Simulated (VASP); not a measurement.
# MoS2 in VASP: single point with PBEsol

Aim: the single point of MoS2 with PBEsol.

All numbers are computed with VASP 6.6.1; they aren't measurements. Logs are shortened: lines on timing, memory, paths and dates and some standing lists are left out, and cuts for length are marked.

## (1) The cell of the first run

The cell holds a sheet with vacuum, 3 atoms: a = 3.160 Å, b = 3.184 Å, c = 30.060 Å, α = 90.00°, β = 90.00°, γ = 119.75°.

## (2) Single point, PBEsol

The input, INCAR:

```
PREC = Accurate ; ENCUT = 400
EDIFF = 1E-6 ; ISMEAR = 0
SIGMA = 0.02 ; LREAL = F
LASPH = T ; NELM = 120
ALGO = Normal ; ISIF = 2
LWAVE = F ; LCHARG = F
LDIPOL = T ; IDIPOL = 3
DIPOL = 0.5 0.5 0.351 ; GGA = PS
NBANDS = 20 ; GGA_COMPAT = F
NELMDL = -8
```

The input, KPOINTS:

```
regular mesh
0
Gamma
  12 12 1
```

The input, POSCAR:

```
MoS2
1.0
    3.1600000000      0.0000000000      0.0000000000
   -1.5800000000      2.7640066788      0.0000000000
    0.0000000000      0.0000000000     30.0600000012
S Mo
2 1
Direct
    0.6664810233      0.3329620466      0.3000225165
    0.6664810233      0.3329620466      0.4029049618
    0.3337046200      0.6674092400      0.3514637392
```

Potentials or basis: VASP PAW PBE potentials, release 64 (S, Mo_sv).

Launch:

```sh
$ cat potpaw_PBE.64/S/POTCAR potpaw_PBE.64/Mo_sv/POTCAR > POTCAR
$ mpirun -np 1 vasp_std > vasp.out
```

OUTCAR:

```text
PREC = Accurate
   ENCUT = 400
   EDIFF = 1E-6
   ISMEAR = 0
   LREAL = F
   LASPH = T
   NELM = 120
   ISIF = 2
   GGA = PS
   NELMDL = -8

 ion  position               nearest neighbor table
   1  0.666  0.333  0.300-   3 2.40   3 2.40   3 2.40
   2  0.666  0.333  0.403-   3 2.40   3 2.40   3 2.40
   3  0.334  0.667  0.351-   2 2.40   2 2.40   1 2.40   1 2.40   2 2.40   1 2.40

  LATTYP: Found a base centered orthorhombic cell.
 ALAT       =     3.1600000000
 B/A-ratio  =     1.7493713157
 C/A-ratio  =     9.5126582282

  Lattice vectors:

 A1 = (   1.5800000000,  -2.7640066788,   0.0000000000)
 A2 = (   1.5800000000,   2.7640066788,   0.0000000000)
 A3 = (   0.0000000000,   0.0000000000,  30.0600000012)

Analysis of symmetry for initial positions (statically):
=====================================================================
 Subroutine PRICEL returns:
 Original cell was already a primitive cell.

 Routine SETGRP: Setting up the symmetry group for a
 base centered orthorhombic supercell.

 Subroutine GETGRP returns: Found  4 space group operations
 (whereof  2 operations were pure point group operations)
 out of a pool of  8 trial point group operations.

The static configuration has the point symmetry C_1h.
 The point group associated with its full space group is C_2v.

Analysis of symmetry for dynamics (positions and initial velocities):
=====================================================================
 Subroutine PRICEL returns:
 Original cell was already a primitive cell.

 Routine SETGRP: Setting up the symmetry group for a
 base centered orthorhombic supercell.

 Subroutine GETGRP returns: Found  4 space group operations
 (whereof  2 operations were pure point group operations)
 out of a pool of  8 trial point group operations.

The dynamic configuration has the point symmetry C_1h.
 The point group associated with its full space group is C_2v.

 Subroutine INISYM returns: Found  4 space group operations
 (whereof  2 operations are pure point group operations),
 and found     1 'primitive' translations

----------------------------------------------------------------------------------------

                                     Primitive cell

  volume of cell :     262.5519

  direct lattice vectors                    reciprocal lattice vectors
     3.160000000  0.000000000  0.000000000     0.316455696  0.180896813  0.000000000
    -1.580000000  2.764006679  0.000000000     0.000000000  0.361793627  0.000000000
     0.000000000  0.000000000 30.060000001     0.000000000  0.000000000  0.033266800

  length of vectors
     3.160000000  3.183729404 30.060000001     0.364510445  0.361793627  0.033266800

  position of ions in fractional coordinates (direct lattice)
     0.666481023  0.332962047  0.300022517
     0.666481023  0.332962047  0.402904962
     0.333704620  0.667409240  0.351463739

  ion indices of the primitive-cell ions
   primitive index   ion index
                 1           1
                 2           2
                 3           3

----------------------------------------------------------------------------------------

 KPOINTS: regular mesh

Automatic generation of k-mesh.
 Grid dimensions read from file:
 generate k-points for:   12   12    1

 Generating k-lattice:

  Cartesian coordinates                     Fractional coordinates (reciprocal lattice)
     0.026371308  0.015074734  0.000000000     0.083333333  0.000000000  0.000000000
     0.000000000  0.030149469  0.000000000     0.000000000  0.083333333  0.000000000
     0.000000000  0.000000000  0.033266800     0.000000000  0.000000000  1.000000000

  Length of vectors
     0.030375870  0.030149469  0.033266800

  Shift w.r.t. Gamma in fractional coordinates (k-lattice)
     0.000000000  0.000000000  0.000000000

 Subroutine IBZKPT returns following result:
 ===========================================

 Found     43 irreducible k-points:

 Following reciprocal coordinates:
            Coordinates               Weight
  0.000000  0.000000  0.000000      1.000000
  0.083333 -0.000000  0.000000      4.000000
  0.166667  0.000000  0.000000      4.000000
  0.250000 -0.000000  0.000000      4.000000
  0.333333 -0.000000  0.000000      4.000000
  0.416667 -0.000000  0.000000      4.000000
[... 16 lines left out ...]
  0.333333  0.166667  0.000000      4.000000
  0.416667  0.166667  0.000000      4.000000
 [... further k-points ...]
   k-points           NKPTS =     43   k-points in BZ     NKDIM =     43   number of bands    NBANDS=     20
   number of dos      NEDOS =    301   number of ions     NIONS =      3
   total plane-waves  NPLWV = 112896
   dimension x,y,z NGX =    24 NGY =   24 NGZ =  196
   dimension x,y,z NGXF=    48 NGYF=   48 NGZF=  392
   ions per type =               2   1
   NGX,Y,Z   is equivalent  to a cutoff of  12.63, 12.53, 10.84 a.u.
   NGXF,Y,Z  is equivalent  to a cutoff of  25.25, 25.06, 21.68 a.u.
 SYSTEM =  unknown system
   PREC   = accura    normal or accurate (medium, high low for compatibility)
   ISTART =      0    job   : 0-new  1-cont  2-samecut
   ICHARG =      2    charge: 1-file 2-atom 10-const
   ISPIN  =      1    spin polarized calculation?
   LNONCOLLINEAR =      F non collinear calculations
   LSORBIT =      F    spin-orbit coupling
   LASPH  =      T    aspherical Exc in radial PAW
   ENCUT  =  400.0 eV  29.40 Ry    5.42 a.u.   5.15  5.19 49.02*2*pi/ulx,y,z
   NELM   =    120;   NELMIN=  2; NELMDL= -8     # of ELM steps
   EDIFF  = 0.1E-05   stopping-criterion for ELM
   LREAL  =      F    real-space projection
   EDIFFG = 0.1E-04   stopping-criterion for IOM
   NSW    =      0    number of steps for IOM
   IBRION =     -1    ionic relax: 0-MD 1-quasi-New 2-CG
   NFREE  =      0    steps in history (QN), initial steepest desc. (CG)
   ISIF   =      2    stress and relaxation
   ISYM   =      2    0-nonsym 1-usesym 2-fastsym
   POTIM  = 0.5000    time-step for ionic-motion
   TEBEG  =    0.0;   TEEND  =   0.0 temperature during run
   PSTRESS=    0.0 pullay stress
   NELECT =      26.0000    total number of electrons
   NUPDOWN=      -1.0000    fix difference up-down
   EMIN   =  10.00;   EMAX   =-10.00  energy-range for DOS
   EFERMI =   0.00;   METHOD = LEGACY
   ISMEAR =     0;   SIGMA  =   0.02  broadening in eV -4-tet -1-fermi 0-gaus
   EFERMI_NEDOS =   21; number of points for ismear=-14 and -15
   IALGO  =     38    algorithm
   IMIX   =      4    mixing-type and parameters
     AMIX     =   0.40;   BMIX     =  1.00
     AMIX_MAG =   1.60;   BMIX_MAG =  1.00
  volume/ion in A,a.u.               =      87.52       590.60
  Fermi-wavevector in a.u.,A,eV,Ry     =   0.757404  1.431286  7.805128  0.573661
  Thomas-Fermi vector in A             =   1.855742
   LORBIT       =      0    0 simple, 1 ext, 2 COOP (PROOUT), +10 PAW based schemes
   GGA     = PS    functional components
   LHFCALC =     F    Hartree Fock is set to
   AEXX    =    0.0000 exact exchange contribution
   IVDW    =     0    specifies the selected vdW correction
   LEPSILON=     F    determine dielectric tensor
   LRPA    =     F    only Hartree local field effects (RPA)
 non-spin polarized calculation
 Gauss-broadening in eV      SIGMA  =   0.02
  energy-cutoff  :      400.00
  volume of cell :      262.55
 maximum number of plane-waves:      4811
 NGX is ok and might be reduce to    24
   NGX = 11   NGY = 11   NGZ = 99

 dipolmoment           0.000000      0.000000     -0.000006 electrons x Angstroem

 number of electron      26.0000000 magnetization

 dipolmoment           0.000000      0.000000      0.000004 electrons x Angstroem

 Free energy of the ion-electron system (eV)
  ---------------------------------------------------
  ext. energy  EPLUGINS =         0.00000000
  ---------------------------------------------------
  free energy    TOTEN  =       -23.41054284 eV

  energy without entropy =      -23.41054284  energy(sigma->0) =      -23.41054284

 E-fermi :  -3.2428     XC(G=0):  -2.5722

 val. band max:       -3.3305150108   @ k =   0.0000   0.0000   0.0000
 cond. band min:      -1.7222464812   @ k =   0.3333   0.3333   0.0000
 fundamental gap:      1.6082685296
 Fermi energy:        -3.2428446075

 k-point     1 :       0.0000    0.0000    0.0000
  band No.  band energies     occupation
      1     -64.1078      2.00000
      2     -38.2985      2.00000
      3     -38.0873      2.00000
      4     -38.0706      2.00000
      5     -17.5084      2.00000
      6     -16.1289      2.00000
[... 12 lines left out ...]
     19       2.3075      0.00000
     20       2.6317      0.00000

 k-point     2 :       0.0833   -0.0000    0.0000
  band No.  band energies     occupation
      1     -64.1051      2.00000
      2     -38.2932      2.00000
      3     -38.1046      2.00000
      4     -38.0864      2.00000
      5     -17.4027      2.00000
      6     -16.0868      2.00000
[... 12 lines left out ...]
     19       2.4444      0.00000
     20       2.7921      0.00000

 k-point     3 :       0.1667    0.0000    0.0000
  band No.  band energies     occupation
      1     -64.0978      2.00000
      2     -38.2787      2.00000
      3     -38.1755      2.00000
      4     -38.1058      2.00000
      5     -17.1023      2.00000
      6     -15.9674      2.00000
[... 12 lines left out ...]
     19       2.8449      0.00000
     20       3.2128      0.00000

 k-point     4 :       0.2500   -0.0000    0.0000
  band No.  band energies     occupation
      1     -64.0878      2.00000
      2     -38.2741      2.00000
      3     -38.2589      2.00000
      4     -38.1292      2.00000
      5     -16.6581      2.00000
      6     -15.7917      2.00000
[... 429 lines left out ...]
 k-point    23 :       0.3333    0.1667    0.0000
  band No.  band energies     occupation
      1     -64.0682      2.00000
      2     -38.4172      2.00000
      3     -38.2231      2.00000
      4     -38.2195      2.00000
      5     -15.6102      2.00000
      6     -15.3740      2.00000
[... 12 lines left out ...]
     19       5.3039      0.00000
     20       5.3358      0.00000

 k-point    24 :       0.4167    0.1667    0.0000
  band No.  band energies     occupation
      1     -64.0656      2.00000
      2     -38.4355      2.00000
      3     -38.2343      2.00000
      4     -38.2145      2.00000
      5     -15.4596      2.00000
      6     -15.3113      2.00000
[... 12 lines left out ...]
     19       5.7955      0.00000
     20       5.8529      0.00000

 [... further k-points ...]

------------------------ aborting loop because EDIFF is reached ----------------------------------------

 vacuum level on the upper side and lower side of the slab       (xc-potential included)        -0.008        -0.008

  FORCE on cell =-STRESS in cart. coord.  units (eV):
  Direction    XX          YY          ZZ          XY          YZ          ZX
  --------------------------------------------------------------------------------------
  -------------------------------------------------------------------------------------
  Total       -0.8290500     -1.3736075     -0.0991267      0.0000000      0.0000000      0.0000000
  in kB       -5.0591340     -8.3822015     -0.6049035      0.0000000      0.0000000      0.0000000
  external PRESSURE =      -4.6820797 kB  Pullay stress =       0.0000000 kB

 VOLUME and BASIS-vectors are now :
 -----------------------------------------------------------------------------
  energy-cutoff  :      400.00
  volume of cell :      262.55
      direct lattice vectors                 reciprocal lattice vectors
     3.160000000  0.000000000  0.000000000     0.316455696  0.180896813  0.000000000
    -1.580000000  2.764006679  0.000000000     0.000000000  0.361793627  0.000000000
     0.000000000  0.000000000 30.060000001     0.000000000  0.000000000  0.033266800

 POSITION                                       TOTAL-FORCE (eV/Angst)
 -----------------------------------------------------------------------------------
      1.58000      0.92031      9.01868         0.000000     -0.000355     -0.004551
      1.58000      0.92031     12.11132         0.000000     -0.000355      0.004551
      0.00000      1.84472     10.56500         0.000000      0.000710      0.000000
 -----------------------------------------------------------------------------------
    total drift:                               -0.000000      0.000142      0.000021

  FREE ENERGIE OF THE ION-ELECTRON SYSTEM (eV)
  ---------------------------------------------------
  free  energy   TOTEN  =       -23.4105428439 eV

  energy  without entropy=      -23.4105428439  energy(sigma->0) =      -23.41054284

 vacuum level on the upper side and lower side of the slab         2.584         2.584
```

Wall time 2.9 min (1 thread of Intel Xeon Platinum 8488C (Sapphire Rapids), shared host); peak memory 0.38 GiB.

What came out:

- Free energy: -23.4105 eV
- Largest force: 0.005 eV/Å
- Band gap on the k mesh: 1.61 eV (least direct gap 1.68 eV)

Forces on the atoms (eV/Å):
```
S    0.000  0.000 -0.005
S    0.000  0.000  0.005
Mo   0.000  0.001  0.000
```

Levels at points of the mesh, in eV from the valence-band top:
```tsv
k point	band 10	band 11	band 12	band 13	band 14	band 15	band 16	band 17
(0.00, 0.00, 0.00)	-1.78	-1.62	-1.56	0.00	2.73	2.79	3.02	3.11
(0.50, 0.00, 0.00)	-3.31	-1.87	-1.06	-0.67	2.23	2.77	3.87	4.37
(0.00, 0.50, 0.00)	-3.20	-1.90	-0.97	-0.72	2.22	2.74	3.91	4.41
```

Caveat: the PAW data sets were made with another functional, which shifts forces and pressure a little.
